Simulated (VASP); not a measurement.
NaGeO3: single point with LDA

The system is NaGeO3.

```
CELL_PARAMETERS angstrom
3.68673 0.00000 0.00000
0.00000 3.68673 0.00000
0.00000 0.00000 3.68673
ATOMIC_POSITIONS crystal
Na 0.00000 0.00000 0.00000
Ge 0.50000 0.50000 0.50000
O 0.50000 0.50000 0.00000
O 0.50000 0.00000 0.50000
O 0.00000 0.50000 0.50000
```

```
Program             : VASP 6.6.1
Task                : single point
Functional          : LDA
Potentials or basis : VASP PAW LDA potentials, release 64 (Na_pv, Ge_d, O)
Cutoff              : 520 eV
k mesh              : 6 × 6 × 6
Occupations         : fermi-dirac, width 0.02 eV
Spin                : no spin polarisation
```

The pressure is 0.9 GPa and the band gap on the k mesh is zero (an odd number of electrons rules out a gap without spin polarisation).

Levels at points of the mesh, in eV from the Fermi level:
```
           k point  band 16  band 17  band 18  band 19  band 20  band 21  band 22  band 23  band 24  band 25
(0.00, 0.00, 0.00)    -0.88    -0.88    -0.77    -0.77    -0.77     1.87     6.43    12.20    12.20    13.91
(0.50, 0.00, 0.00)    -1.64    -1.64    -1.39    -0.82    -0.82     6.29     9.65    10.09    12.26    14.42
(0.50, 0.50, 0.00)    -2.05    -1.63    -1.63    -1.41     0.42     9.07    10.28    10.28    10.88    12.75
(0.50, 0.50, 0.50)    -1.38    -1.38     0.45     0.45     0.45     8.74     8.78     8.78     8.78    11.61
```

It took 38 s on 1 thread of AMD EPYC 7R13, with other jobs on the host, peak memory 0.12 GiB.

Caveat: an odd number of electrons without spin polarisation forces a metal; a magnetic or distorted state may lie lower.
